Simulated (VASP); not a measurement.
# MnO2 (Pmmn) in VASP: a series of runs, part 2 of 2

VASP 6.6.1.

## 5. Single point, LDA, collinear spin, ferromagnetic start

This run uses another cell than the first one, of 9.82 Å³/atom.

INCAR

```
ALGO     = Normal         # electronic algorithm
EDIFF    = 1E-6           # SCF threshold, eV
ENCUT    = 520            # plane-wave cutoff, eV
ISIF     = 2              # what is computed and relaxed
ISMEAR   = -1             # smearing method
ISPIN    = 2              # spin polarisation
LASPH    = T              # aspherical terms in the spheres
LCHARG   = F              # write CHGCAR
LMAXMIX  = 4              # l up to which the mixer works
LORBIT   = 11             # projections on sites
LREAL    = F              # projectors in reciprocal space
LWAVE    = F              # write WAVECAR
MAGMOM   = 4 4 0 0 0 0    # initial moments
NBANDS   = 38             # bands
NELM     = 150            # most SCF steps
PREC     = Accurate       # precision mode
SIGMA    = 0.05           # smearing width, eV
```

KPOINTS

```
k-points
0
Gamma
  9 7 5
```

POSCAR

```
MnO2
1.0
    2.7811135266      0.0000000000      0.0000000000
    0.0000000000      3.6965935090      0.0000000000
    0.0000000000      0.0000000000      5.7316631842
Mn O
2 4
Direct
    0.5000000000      0.5000000000      0.3356550771
    0.0000000000      0.0000000000      0.6643449229
    0.5000000000      0.0000000000      0.8532659180
    0.0000000000      0.5000000000      0.1467340820
    0.5000000000      0.0000000000      0.4147476272
    0.0000000000      0.5000000000      0.5852523728
```

Potentials or basis: VASP PAW LDA potentials, release 64 (Mn_pv, O).

Started as:

```sh
$ cat potpaw_LDA.64/Mn_pv/POTCAR potpaw_LDA.64/O/POTCAR > POTCAR
$ mpirun -np 1 vasp_std > vasp.out
```

OUTCAR:

```text
EDIFF = 1E-6
   ENCUT = 520
   ISIF = 2
   ISMEAR = -1
   ISPIN = 2
   LASPH = T
   LORBIT = 11
   LREAL = F
   NELM = 150
   PREC = Accurate

 ion  position               nearest neighbor table
   1  0.500  0.500  0.336-   4 1.76   4 1.76   5 1.90   5 1.90   6 2.00   6 2.00   2 2.98   2 2.98
                             2 2.98   2 2.98
   2  0.000  0.000  0.664-   3 1.76   3 1.76   6 1.90   6 1.90   5 2.00   5 2.00   1 2.98   1 2.98
                             1 2.98   1 2.98
   3  0.500  0.000  0.853-   2 1.76   2 1.76
   4  0.000  0.500  0.147-   1 1.76   1 1.76
[... 2170 lines left out ...]
 -----------------------------------------------------------------------------------
      1.39056      1.84830      1.92386         0.000000      0.000000      0.110870
      0.00000      0.00000      3.80780         0.000000      0.000000     -0.110870
      1.39056      0.00000      4.89063         0.000000      0.000000      0.178271
      0.00000      1.84830      0.84103         0.000000      0.000000     -0.178271
      1.39056      0.00000      2.37719         0.000000      0.000000     -0.008065
      0.00000      1.84830      3.35447         0.000000      0.000000      0.008065
 -----------------------------------------------------------------------------------
    total drift:                                0.000000     -0.000000      0.000000

  FREE ENERGIE OF THE ION-ELECTRON SYSTEM (eV)
  ---------------------------------------------------
  free  energy   TOTEN  =       -51.8370601983 eV

  energy  without entropy=      -51.8227226620  energy(sigma->0) =      -51.82989143

 total charge

# of ion       s       p       d       tot
------------------------------------------
    1        0.375   6.484   5.057  11.916
    2        0.375   6.484   5.057  11.916
    3        1.583   3.366   0.000   4.949
    4        1.583   3.366   0.000   4.949
    5        1.558   3.469   0.000   5.027
    6        1.558   3.469   0.000   5.027
--------------------------------------------------
tot          7.030  26.639  10.114  43.783

 magnetization (x)

# of ion       s       p       d       tot
------------------------------------------
    1        0.020   0.024   2.503   2.547
    2        0.020   0.024   2.503   2.547
    3        0.004   0.183   0.000   0.187
    4        0.004   0.183   0.000   0.187
    5        0.007   0.040   0.000   0.047
    6        0.007   0.040   0.000   0.047
--------------------------------------------------
tot          0.064   0.494   5.005   5.562
```

Wall time 3.6 min (1 thread of AMD EPYC 7R13 (Zen 3), shared host); peak memory 0.26 GiB.

Results:

| Item | Value |
| --- | --- |
| Free energy | -51.8371 eV |
| Pressure | 1.0 GPa |
| Largest force | 0.178 eV/Å |
| Net moment | 5.82 μB per cell |
| Site moments | Mn +2.55; O +0.19, +0.05 (each value once) μB |
| Valence electrons inside the program's atomic spheres | Mn 11.92; O 4.95, 5.03 (each value once) |

Forces in eV/Å, atoms in the order of the input:
```
Mn   0.000  0.000  0.111
Mn   0.000  0.000 -0.111
O    0.000  0.000  0.178
O    0.000  0.000 -0.178
O    0.000  0.000 -0.008
O    0.000  0.000  0.008
```

Caveat: semilocal functionals often make such compounds metallic where correlation or magnetic order opens a gap, which also shifts bond lengths; only a ferromagnetic start was run, and an antiferromagnetic order may lie lower in energy. With open d or f shells a metallic result of LDA can be an artefact of self-interaction; +U or a hybrid may open a gap.

## 6. Single point, PBE, collinear spin, ferromagnetic start

INCAR

```
SYSTEM = MnO2
PREC = Accurate
ENCUT = 520
EDIFF = 1E-7
ISMEAR = -1
SIGMA = 0.05
LREAL = .FALSE.
LASPH = .TRUE.
NELM = 150
ALGO = Normal
ISIF = 2
LWAVE = .FALSE.
LCHARG = .TRUE.
ISPIN = 2
MAGMOM = 1 1 0 0 0 0
LORBIT = 11
NUPDOWN = 2.0
LMAXMIX = 4
GGA = PE
LELF = .TRUE.
LVHAR = .TRUE.
NBANDS = 38
```

KPOINTS

```
regular mesh
0
G
  8 6 4
  0 0 0
```

POSCAR

```
MnO2
1.0
    2.9041580000      0.0000000000      0.0000000000
    0.0000000000      3.8448100000      0.0000000000
    0.0000000000      0.0000000000      6.1642640000
Mn O
2 4
Direct
    0.5000000000      0.5000000000      0.3433015000
    0.0000000000      0.0000000000      0.6566985000
    0.5000000000      0.0000000000      0.8375675000
    0.0000000000      0.5000000000      0.1624325000
    0.5000000000      0.0000000000      0.4217995000
    0.0000000000      0.5000000000      0.5782005000
```

Potentials or basis: VASP PAW PBE potentials, release 64 (Mn_pv, O).

Started as:

```sh
$ cat potpaw_PBE.64/Mn_pv/POTCAR potpaw_PBE.64/O/POTCAR > POTCAR
$ mpirun -np 1 vasp_std > vasp.out
```

Wall time 9.4 min (1 thread of Intel Xeon 8259CL, shared host); peak memory 0.36 GiB.

Results (log left out):

* Free energy: -45.8410 eV
* Pressure: -14.1 GPa
* Largest force: 1.981 eV/Å
* Net moment: 2.00 μB per cell
* Site moments: Mn +1.01; O -0.03, -0.00 (each value once) μB
* Valence electrons inside the program's atomic spheres: Mn 11.68; O 4.89, 4.99 (each value once)

Forces in eV/Å, atoms in the order of the input:
```
Mn   0.000  0.000 -1.551
Mn   0.000  0.000  1.551
O    0.000  0.000 -1.981
O    0.000  0.000  1.981
O    0.000  0.000  0.404
O    0.000  0.000 -0.404
```

Stress tensor (GPa, compression positive):
```
-20.78   0.00   0.00
  0.00  -9.56   0.00
  0.00   0.00 -12.08
```

Caveat: the cell stands under tension; the total moment is fixed, so each spin has its own Fermi level; only a ferromagnetic start was run, and an antiferromagnetic order may lie lower in energy; forces of over 1 eV/Å act on the atoms, so gaps and moduli don't describe the material at rest.

## 7. The runs side by side

| level | potentials or basis | fixed moment (μB) | cell | k mesh | smearing | dipole correction | gap on the mesh (eV) | pressure (GPa) | moment (μB) | largest force (eV/Å) |
| --- | --- | --- | --- | --- | --- | --- | --- | --- | --- | --- |
| PBE+D2 | VASP PAW PBE potentials, release 64 (Mn_pv, O) | - | a = 2.904, b = 3.845, c = 6.164 Å, 6 atoms, atomic positions A | 7 × 5 × 3 | gaussian 0.02 eV | - | none | -8.1 | 6.00 | 0.65 |
| PBE+TS | VASP PAW PBE potentials, release 64 (Mn_pv, O) | - | a = 2.904, b = 3.845, c = 6.164 Å, 6 atoms, atomic positions A | 7 × 5 × 3 | gaussian 0.02 eV | - | none | -8.6 | 6.00 | 0.67 |
| LDA | VASP PAW LDA potentials, release 64 (Mn_pv, O) | - | a = 2.781, b = 3.697, c = 5.732 Å, 6 atoms, atomic positions B | 9 × 7 × 5 | fermi-dirac 0.05 eV | no | none | 1.0 | 5.82 | 0.18 |
| PBE | VASP PAW PBE potentials, release 64 (Mn_pv, O) | 2.0 | a = 2.904, b = 3.845, c = 6.164 Å, 6 atoms, atomic positions A | 8 × 6 × 4 | fermi-dirac 0.05 eV | no | - | -14.1 | 2.00 | 1.98 |

Alike in all rows: task single point; spin collinear, ferromagnetic start; cutoff (eV) 520.

Caveats: only a ferromagnetic start was run, and an antiferromagnetic order may lie lower in energy; the cell stands under tension (at least some runs); semilocal functionals often make such compounds metallic where correlation or magnetic order opens a gap, which also shifts bond lengths (at least some runs); the total moment is fixed, so each spin has its own Fermi level (at least some runs); forces of over 1 eV/Å act on the atoms, so gaps and moduli don't describe the material at rest (at least some runs).

Total energies depend on the potentials used, so only differences within one code and one set of settings carry meaning.
